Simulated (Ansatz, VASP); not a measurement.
**Two plane-wave programs on Hf2WS2**

```
CELL_PARAMETERS angstrom
4.24091 0.00000 0.00000
0.00000 4.24091 0.00000
0.00000 0.00000 6.04391
ATOMIC_POSITIONS crystal
Hf 0.50000 0.50000 0.50000
Hf 0.00000 0.00000 0.50000
W 0.50000 0.50000 0.00000
S 0.00000 0.50000 0.81273
S 0.50000 0.00000 0.18727
```

Alike in both runs: task single point; functional PBE; k mesh 4 × 4 × 4; occupations gaussian, width 0.1 eV; no spin polarisation.

```csv
,VASP,Ansatz
version,VASP 6.6.1,Ansatz 0.2.0
potentials or method,"VASP PAW PBE potentials, release 64 (Hf_pv, W_sv, S), cutoff 520 eV","scalar-relativistic, plane waves, PAW"
valence electrons in the cell,46,78
```

```tsv
	VASP	Ansatz	Ansatz less VASP
gap on the k mesh at the Fermi level (eV)	none	none	-
pressure (GPa)	-9.5	-9.2	+0.27
traceless stress, the component that is largest in VASP (GPa)	-1.51	-1.47	+0.044
rms of the force components (eV/Å)	0.124	0.107	-0.0176
```

Atom by atom the forces differ by 0.018 eV/Å (rms over components). A gap of «none» marks a metal or a gap that the smearing closes. VASP's potentials hold 46 valence electrons a cell and Ansatz's 78, so a difference there can come from the potentials and not from the codes.

The k mesh is coarse, so the values compare programs but aren't converged. Neither program's run includes spin-orbit coupling.
